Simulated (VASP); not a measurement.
## S: relaxation of cell and atoms with PBEsol

S:

```xyz
2
Lattice="2.9700 0.0000 0.0000 -1.4850 2.5721 0.0000 0.0000 0.0000 4.8500" Properties=species:S:1:pos:R:3 pbc="T T T"
S     0.0000    1.7147    1.2125
S     1.4850    0.8574    3.6375
```

```yaml
Program: VASP 6.6.1
Task: relaxation of cell and atoms
Functional: PBEsol
Potentials_or_basis: VASP PAW PBE potentials, release 64 (S)
Cutoff: 600 eV
k_mesh: 16 × 16 × 9
Occupations: fermi-dirac, width 0.02 eV
Spin: no spin polarisation
Dipole_correction: no
Further_INCAR_settings: ALGO = Normal; EDIFF = 1e-07; IBRION = 2; EDIFFG = -0.01; NSW = 80; ISIF = 3
```

```
Relaxed volume                         : 16.03 Å³/atom
Relaxed cell                           : a = 3.258 Å, b = 3.258 Å, c = 3.489 Å, α = 90.00°, β = 90.00°, γ = 120.00°
Space group after relaxing (to 0.05 Å) : P6_3/mmc (No. 194)
Energy gained by relaxing              : 576.0 meV/atom
Ionic steps                            : 22
Pressure after relaxing                : 0.0 GPa
Band gap on the k mesh                 : zero (band 6 reaches 8.58 eV, above the bottom of band 7 at 6.47 eV)
```

Step by step:
```tsv
step	energy change (eV)	largest force (eV/Å)	pressure (GPa)	volume (Å³)
1	0.0000	0.0000	-12.86	37.05
2	-0.3964	0.0000	0.80	29.63
3	-0.3968	0.0000	1.32	29.47
4	-0.5325	0.0000	3.03	29.01
5	-0.8701	0.0000	16.35	27.12
6	-0.9052	0.0000	16.09	27.32
7	-0.9757	0.0000	15.44	27.87
8	-0.9339	0.0000	14.77	28.81
9	-0.9764	0.0000	14.90	28.45
10	-0.9880	0.0000	15.15	28.17
11	-1.0406	0.0000	12.02	28.78
12	-1.1351	0.0000	4.16	30.67
13	-1.0882	0.0000	-6.64	34.68
14	-1.1511	0.0000	-0.26	32.04
15	-1.1512	0.0000	0.05	31.94
16	-1.1512	0.0000	0.28	31.86
17	-1.1514	0.0000	0.28	31.87
18	-1.1518	0.0000	0.29	31.91
19	-1.1518	0.0000	0.31	32.00
20	-1.1519	0.0000	0.30	31.96
21	-1.1520	0.0000	0.09	32.04
22	-1.1520	0.0000	0.00	32.07
```

Final structure:
```
S
1.0
     3.25787    0.00000    0.00000
    -1.62894    2.82140    0.00000
     0.00000    0.00000    3.48865
S
2
Direct
  0.33333 0.66667 0.25000
  0.66667 0.33333 0.75000
```

Levels at points of the mesh, in eV from the Fermi level:
| k point | band 2 | band 3 | band 4 | band 5 | band 6 | band 7 | band 8 | band 9 | band 10 |
| --- | --- | --- | --- | --- | --- | --- | --- | --- | --- |
| (0.00, 0.00, 0.00) | -8.96 | -5.90 | -2.50 | -2.50 | 0.96 | 0.96 | 3.95 | 4.05 | 9.13 |
| (0.50, 0.00, 0.00) | -12.51 | -4.42 | -4.41 | -3.40 | -0.99 | -0.76 | 2.65 | 3.65 | 9.47 |

Wall time 14 min on 1 thread of AMD EPYC 7R43 64-Core Processor (Zen 3) (shared host), peak memory 0.17 GiB.

Caveat: the PAW data sets were made with another functional, which shifts forces and pressure a little.
